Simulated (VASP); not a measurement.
A run of VASP 6.6.1 is set up as follows.

INCAR

```
SYSTEM = SiNi2
ALGO = Fast
EDIFF = 1E-6
ENCUT = 520
GGA = PS
ISIF = 2
ISMEAR = 0
LASPH = .TRUE.
LCHARG = .FALSE.
LREAL = .FALSE.
LWAVE = .FALSE.
NBANDS = 33
NELM = 60
PREC = Accurate
SIGMA = 0.15
```

The input KPOINTS:

```
k-points
0
G
  12 12 10
  0 0 0
```

The input POSCAR:

```
SiNi2
1.0
    3.8684636248      0.0000000000      0.0000000000
   -1.9342318124      3.3501877727      0.0000000000
    0.0000000000      0.0000000000      4.8432305002
Si Ni
2 4
Direct
    0.3333333333      0.6666666667      0.7500000000
    0.6666666667      0.3333333333      0.2500000000
    0.0000000000      0.0000000000      0.0000000000
    0.0000000000      0.0000000000      0.5000000000
    0.3333333333      0.6666666667      0.2500000000
    0.6666666667      0.3333333333      0.7500000000
```

Potentials or basis: VASP PAW PBE potentials, release 64 (Si, Ni).

Run with:

```bash
$ cat potpaw_PBE.64/Si/POTCAR potpaw_PBE.64/Ni/POTCAR > POTCAR
$ mpirun -np 1 vasp_std > vasp.out
```

Predict the pressure.

3.6 GPa.

Estimate the band gap on the k mesh.

zero (bands 24 and 25 overlap by 3.31 eV).

Stress tensor (GPa, compression positive):
```
2.28 0.00 0.00
0.00 2.28 0.00
0.00 0.00 6.14
```

Caveat: the cell differs from its parent crystal (strain +0.000 along x and y, -0.015 along z); the cell stands under pressure; the PAW data sets were made with another functional, which shifts forces and pressure a little. Spin polarisation is off, so any magnetic state and its effect on volume and gap are missing.
